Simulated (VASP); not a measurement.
# HgTe (Coloradoite) (F-43m) in VASP: notebook, part 2 of 2

VASP 6.6.1.

### 4 Single point, PBEsol

Input file INCAR:

```
SYSTEM = HgTe
PREC     = Accurate       ! precision mode
ENCUT    = 520            ! plane-wave cutoff, eV
EDIFF    = 1E-6           ! SCF threshold, eV
ISMEAR   = -1             ! smearing method
SIGMA    = 0.05           ! smearing width, eV
LREAL    = .FALSE.        ! projectors in reciprocal space
LASPH    = .TRUE.         ! aspherical terms in the spheres
NELM     = 60             ! most SCF steps
ALGO     = Normal         ! electronic algorithm
ISIF     = 2              ! what is computed and relaxed
LWAVE    = .FALSE.        ! write WAVECAR
LCHARG   = .FALSE.        ! write CHGCAR
GGA      = PS             ! functional
NBANDS   = 16             ! bands
```

Input file KPOINTS:

```
Automatic mesh
0
G
  7 7 7
  0 0 0
```

Input file POSCAR:

```
HgTe
1.0
    0.0000000000      3.2145000000      3.2145000000
    3.2145000000      0.0000000000      3.2145000000
    3.2145000000      3.2145000000      0.0000000000
Hg Te
1 1
Direct
    0.0000000000      0.0000000000      0.0000000000
    0.7500000000      0.7500000000      0.7500000000
```

Potentials or basis: VASP PAW PBE potentials, release 64 (Hg, Te).

Launch:

```console
$ cat potpaw_PBE.64/Hg/POTCAR potpaw_PBE.64/Te/POTCAR > POTCAR
$ mpirun -np 1 vasp_std > vasp.out
```

OUTCAR:

```text
SYSTEM = HgTe
   PREC = Accurate
   ENCUT = 520
   EDIFF = 1E-6
   ISMEAR = -1
   LREAL = .FALSE.
   LASPH = .TRUE.
   NELM = 60
   ISIF = 2
   GGA = PS

 ion  position               nearest neighbor table
   1  0.000  0.000  0.000-   2 2.78   2 2.78   2 2.78   2 2.78
   2  0.750  0.750  0.750-   1 2.78   1 2.78   1 2.78   1 2.78

  LATTYP: Found a face centered cubic cell.
 ALAT       =     6.4290000000

  Lattice vectors:

 A1 = (   0.0000000000,   3.2145000000,   3.2145000000)
 A2 = (   3.2145000000,   0.0000000000,   3.2145000000)
 A3 = (   3.2145000000,   3.2145000000,   0.0000000000)

Analysis of symmetry for initial positions (statically):
=====================================================================
 Subroutine PRICEL returns:
 Original cell was already a primitive cell.

 Routine SETGRP: Setting up the symmetry group for a
 face centered cubic supercell.

 Subroutine GETGRP returns: Found 24 space group operations
 (whereof 24 operations were pure point group operations)
 out of a pool of 48 trial point group operations.

The static configuration has the point symmetry T_d .

Analysis of symmetry for dynamics (positions and initial velocities):
=====================================================================
 Subroutine PRICEL returns:
 Original cell was already a primitive cell.

 Routine SETGRP: Setting up the symmetry group for a
 face centered cubic supercell.

 Subroutine GETGRP returns: Found 24 space group operations
 (whereof 24 operations were pure point group operations)
 out of a pool of 48 trial point group operations.

The dynamic configuration has the point symmetry T_d .

 Subroutine INISYM returns: Found 24 space group operations
 (whereof 24 operations are pure point group operations),
 and found     1 'primitive' translations

----------------------------------------------------------------------------------------

                                     Primitive cell

  volume of cell :      66.4309

  direct lattice vectors                    reciprocal lattice vectors
     0.000000000  3.214500000  3.214500000    -0.155545186  0.155545186  0.155545186
     3.214500000  0.000000000  3.214500000     0.155545186 -0.155545186  0.155545186
     3.214500000  3.214500000  0.000000000     0.155545186  0.155545186 -0.155545186

  length of vectors
     4.545989496  4.545989496  4.545989496     0.269412165  0.269412165  0.269412165

  position of ions in fractional coordinates (direct lattice)
     0.000000000  0.000000000  0.000000000
     0.750000000  0.750000000  0.750000000

  ion indices of the primitive-cell ions
   primitive index   ion index
                 1           1
                 2           2

----------------------------------------------------------------------------------------

 KPOINTS: Automatic mesh

Automatic generation of k-mesh.
 Grid dimensions read from file:
 generate k-points for:    7    7    7

 Generating k-lattice:

  Cartesian coordinates                     Fractional coordinates (reciprocal lattice)
    -0.022220741  0.022220741  0.022220741     0.142857143  0.000000000  0.000000000
     0.022220741 -0.022220741  0.022220741     0.000000000  0.142857143  0.000000000
     0.022220741  0.022220741 -0.022220741     0.000000000  0.000000000  0.142857143

  Length of vectors
     0.038487452  0.038487452  0.038487452

  Shift w.r.t. Gamma in fractional coordinates (k-lattice)
     0.000000000  0.000000000  0.000000000

 Subroutine IBZKPT returns following result:
 ===========================================

 Found     20 irreducible k-points:

 Following reciprocal coordinates:
            Coordinates               Weight
  0.000000  0.000000  0.000000      1.000000
  0.142857  0.000000  0.000000      8.000000
  0.285714  0.000000  0.000000      8.000000
  0.428571  0.000000  0.000000      8.000000
  0.142857  0.142857  0.000000      6.000000
  0.285714  0.142857  0.000000     24.000000
[... 12 lines left out ...]
 -0.428571  0.428571  0.142857     24.000000
 -0.285714  0.428571  0.142857     24.000000
   k-points           NKPTS =     20   k-points in BZ     NKDIM =     20   number of bands    NBANDS=     16
   number of dos      NEDOS =    301   number of ions     NIONS =      2
   total plane-waves  NPLWV =  46656
   dimension x,y,z NGX =    36 NGY =   36 NGZ =   36
   dimension x,y,z NGXF=    72 NGYF=   72 NGZF=   72
   ions per type =               1   1
   NGX,Y,Z   is equivalent  to a cutoff of  13.17, 13.17, 13.17 a.u.
   NGXF,Y,Z  is equivalent  to a cutoff of  26.33, 26.33, 26.33 a.u.
 SYSTEM =  HgTe
   PREC   = accura    normal or accurate (medium, high low for compatibility)
   ISTART =      0    job   : 0-new  1-cont  2-samecut
   ICHARG =      2    charge: 1-file 2-atom 10-const
   ISPIN  =      1    spin polarized calculation?
   LNONCOLLINEAR =      F non collinear calculations
   LSORBIT =      F    spin-orbit coupling
   LASPH  =      T    aspherical Exc in radial PAW
   ENCUT  =  520.0 eV  38.22 Ry    6.18 a.u.   8.45  8.45  8.45*2*pi/ulx,y,z
   NELM   =     60;   NELMIN=  2; NELMDL= -5     # of ELM steps
   EDIFF  = 0.1E-05   stopping-criterion for ELM
   LREAL  =      F    real-space projection
   EDIFFG = 0.1E-04   stopping-criterion for IOM
   NSW    =      0    number of steps for IOM
   IBRION =     -1    ionic relax: 0-MD 1-quasi-New 2-CG
   NFREE  =      0    steps in history (QN), initial steepest desc. (CG)
   ISIF   =      2    stress and relaxation
   ISYM   =      2    0-nonsym 1-usesym 2-fastsym
   POTIM  = 0.5000    time-step for ionic-motion
   TEBEG  =    0.0;   TEEND  =   0.0 temperature during run
   PSTRESS=    0.0 pullay stress
   NELECT =      18.0000    total number of electrons
   NUPDOWN=      -1.0000    fix difference up-down
   EMIN   =  10.00;   EMAX   =-10.00  energy-range for DOS
   EFERMI =   0.00;   METHOD = LEGACY
   ISMEAR =    -1;   SIGMA  =   0.05  broadening in eV -4-tet -1-fermi 0-gaus
   EFERMI_NEDOS =   21; number of points for ismear=-14 and -15
   IALGO  =     38    algorithm
   IMIX   =      4    mixing-type and parameters
     AMIX     =   0.40;   BMIX     =  1.00
     AMIX_MAG =   1.60;   BMIX_MAG =  1.00
  volume/ion in A,a.u.               =      33.22       224.15
  Fermi-wavevector in a.u.,A,eV,Ry     =   1.059357  2.001894 15.268958  1.122237
  Thomas-Fermi vector in A             =   2.194699
   LORBIT       =      0    0 simple, 1 ext, 2 COOP (PROOUT), +10 PAW based schemes
   GGA     = PS    functional components
   LHFCALC =     F    Hartree Fock is set to
   AEXX    =    0.0000 exact exchange contribution
   IVDW    =     0    specifies the selected vdW correction
   LEPSILON=     F    determine dielectric tensor
   LRPA    =     F    only Hartree local field effects (RPA)
 non-spin polarized calculation
  energy-cutoff  :      520.00
  volume of cell :       66.43
 maximum number of plane-waves:      1808
 NGX is ok and might be reduce to    36
   NGX = 17   NGY = 17   NGZ = 17

 number of electron      18.0000000 magnetization

 Free energy of the ion-electron system (eV)
  ---------------------------------------------------
  ext. energy  EPLUGINS =         0.00000000
  ---------------------------------------------------
  free energy    TOTEN  =        -4.35598587 eV

  energy without entropy =       -4.35530423  energy(sigma->0) =       -4.35564505

 E-fermi :   3.1700     XC(G=0):  -9.0111

 val. band max:        3.1298206827   @ k =   0.0000   0.0000   0.0000
 cond. band min:       3.7855125542   @ k =   0.4286   0.0000   0.0000
 fundamental gap:      0.6556918715
 Fermi energy:         3.1700136650

 k-point     1 :       0.0000    0.0000    0.0000
  band No.  band energies     occupation
      1      -9.0139      2.00000
      2      -4.3165      2.00000
      3      -4.3165      2.00000
      4      -4.3165      2.00000
      5      -3.7609      2.00000
      6      -3.7609      2.00000
[... 8 lines left out ...]
     15      12.6903      0.00000
     16      12.6903      0.00000
[... 343 lines left out ...]
 k-point    20 :      -0.2857    0.4286    0.1429
  band No.  band energies     occupation
      1      -8.2224      2.00000
      2      -4.1033      2.00000
      3      -4.0430      2.00000
      4      -3.8341      2.00000
      5      -3.7763      2.00000
      6      -3.1890      2.00000
[... 8 lines left out ...]
     15      13.1796      0.00000
     16      14.9471      0.00000

------------------------ aborting loop because EDIFF is reached ----------------------------------------

  FORCE on cell =-STRESS in cart. coord.  units (eV):
  Direction    XX          YY          ZZ          XY          YZ          ZX
  --------------------------------------------------------------------------------------
  -------------------------------------------------------------------------------------
  Total        0.7835047      0.7835047      0.7835047      0.0000000      0.0000000     -0.0000000
  in kB       18.8965237     18.8965237     18.8965237      0.0000000      0.0000000     -0.0000000
  external PRESSURE =      18.8965237 kB  Pullay stress =       0.0000000 kB

 VOLUME and BASIS-vectors are now :
 -----------------------------------------------------------------------------
  energy-cutoff  :      520.00
  volume of cell :       66.43
      direct lattice vectors                 reciprocal lattice vectors
     0.000000000  3.214500000  3.214500000    -0.155545186  0.155545186  0.155545186
     3.214500000  0.000000000  3.214500000     0.155545186 -0.155545186  0.155545186
     3.214500000  3.214500000  0.000000000     0.155545186  0.155545186 -0.155545186

 POSITION                                       TOTAL-FORCE (eV/Angst)
 -----------------------------------------------------------------------------------
      0.00000      0.00000      0.00000         0.000000     -0.000000     -0.000000
      4.82175      4.82175      4.82175        -0.000000      0.000000      0.000000
 -----------------------------------------------------------------------------------
    total drift:                                0.000000      0.000000      0.000000

  FREE ENERGIE OF THE ION-ELECTRON SYSTEM (eV)
  ---------------------------------------------------
  free  energy   TOTEN  =        -4.3559858740 eV

  energy  without entropy=       -4.3553042327  energy(sigma->0) =       -4.35564505
```

Wall time 12 s (1 thread of Intel Xeon 6975P-C (Granite Rapids), shared host); peak memory 0.2 GiB.

Results:

```
Free energy            : -4.3560 eV
Pressure               : 1.9 GPa
Band gap on the k mesh : zero (filled and empty bands touch)
```

Levels at points of the mesh, in eV from the Fermi level:
| k point | band 5 | band 6 | band 7 | band 8 | band 9 | band 10 | band 11 | band 12 | band 13 | band 14 |
| --- | --- | --- | --- | --- | --- | --- | --- | --- | --- | --- |
| (0.00, 0.00, 0.00) | -6.93 | -6.93 | -0.81 | -0.04 | -0.04 | -0.04 | 4.11 | 4.11 | 4.11 | 6.26 |

Caveat: the PAW data sets were made with another functional, which shifts forces and pressure a little; spin-orbit coupling is left out, which moves the levels of the heavy elements.

### 5 Single point, PBE

Input file INCAR:

```
  PREC = Accurate
  ENCUT = 520
  EDIFF = 1E-6
  ISMEAR = 1
  SIGMA = 0.05
  LREAL = F
  LASPH = T
  NELM = 60
  ALGO = Normal
  ISIF = 2
  LWAVE = F
  LCHARG = F
  GGA = PE
  NBANDS = 16
```

Input file KPOINTS:

```
regular mesh
0
Gamma
  6 6 6
```

POSCAR is that of step 4.

Launch:

```console
$ cat potpaw_PBE.64/Hg/POTCAR potpaw_PBE.64/Te/POTCAR > POTCAR
$ mpirun -np 1 vasp_std > vasp.out
```

Wall time 18 s (1 thread of Intel Xeon Platinum 8259CL at 2.50GHz (Skylake/Cascade Lake), shared host); peak memory 0.2 GiB.

The run converged. Its results:

* Free energy: -3.5437 eV
* Pressure: 4.7 GPa
* Band gap on the k mesh: zero (filled and empty bands touch)

Levels at points of the mesh, in eV from the Fermi level:
```
           k point  band 5  band 6  band 7  band 8  band 9  band 10  band 11  band 12  band 13  band 14
(0.00, 0.00, 0.00)   -6.92   -6.92   -0.70   -0.01   -0.01    -0.01     4.19     4.19     4.19     6.46
(0.50, 0.00, 0.00)   -6.90   -6.60   -5.61   -1.03   -1.03     0.69     5.00     5.00     6.85     7.93
(0.50, 0.50, 0.00)   -6.85   -6.44   -5.54   -2.36   -2.36     1.88     2.43     8.27     8.92     8.92
```

Caveat: spin-orbit coupling is left out, which moves the levels of the heavy elements.

### 6 Overview

| level | k mesh | smearing | gap on the mesh (eV) | pressure (GPa) |
| --- | --- | --- | --- | --- |
| RPBE+D4 | 7 × 7 × 7 | fermi-dirac 0.05 eV | none | 2.4 |
| PBEsol | 4 × 4 × 4 | fermi-dirac 0.03 eV | none | 2.4 |
| PBEsol | 7 × 7 × 7 | fermi-dirac 0.05 eV | none | 1.9 |
| PBE | 6 × 6 × 6 | methfessel-paxton 0.05 eV | none | 4.7 |

Alike in all rows: task single point; potentials or basis VASP PAW PBE potentials, release 64 (Hg, Te); no spin polarisation; cell as given; cutoff (eV) 520.

Caveats: some runs use coarse meshes; spin-orbit coupling is left out, which moves the levels of the heavy elements; the PAW data sets were made with another functional, which shifts forces and pressure a little (some runs); pairwise dispersion overbinds metals, which lowers pressure and volume (some runs).

Total energies depend on the potentials used, so only differences within one code and one set of settings carry meaning.
